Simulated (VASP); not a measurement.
A run of VASP 6.6.1:

INCAR

```
  PREC = Accurate
  ENCUT = 520
  EDIFF = 1E-6
  ISMEAR = 0
  SIGMA = 0.01
  LREAL = False
  LASPH = True
  NELM = 60
  ALGO = Normal
  ISIF = 2
  LWAVE = False
  LCHARG = False
  GGA = PS
  NBANDS = 34
```

File KPOINTS:

```
Automatic mesh
0
Gamma
  5 5 2
```

POSCAR

```
InSe2
1.0
    3.8948930000      0.0000000000      0.0000000000
    0.0000000000      3.8948930000      0.0000000000
    0.0000000000      0.0000000000      9.6262310000
In Se
2 4
Direct
    0.0000000000      0.5000000000      0.7064680000
    0.5000000000      0.0000000000      0.2935320000
    0.0000000000      0.5000000000      0.3662120000
    0.5000000000      0.0000000000      0.6337880000
    0.0000000000      0.0000000000      0.0000000000
    0.5000000000      0.5000000000      0.0000000000
```

Potentials or basis: VASP PAW PBE potentials, release 64 (In_d, Se).

Command:

```sh
$ cat potpaw_PBE.64/In_d/POTCAR potpaw_PBE.64/Se/POTCAR > POTCAR
$ mpirun -np 1 vasp_std > vasp.out
```

Hardware: 1 thread of Intel Xeon 8259CL, with other jobs on the host.

Task: Estimate the wall time of this run.

Result: Wall time 88 s on 1 thread of Intel Xeon 8259CL, with other jobs on the host, peak memory 0.26 GiB. Counts: scf iterations 12, k points 12.
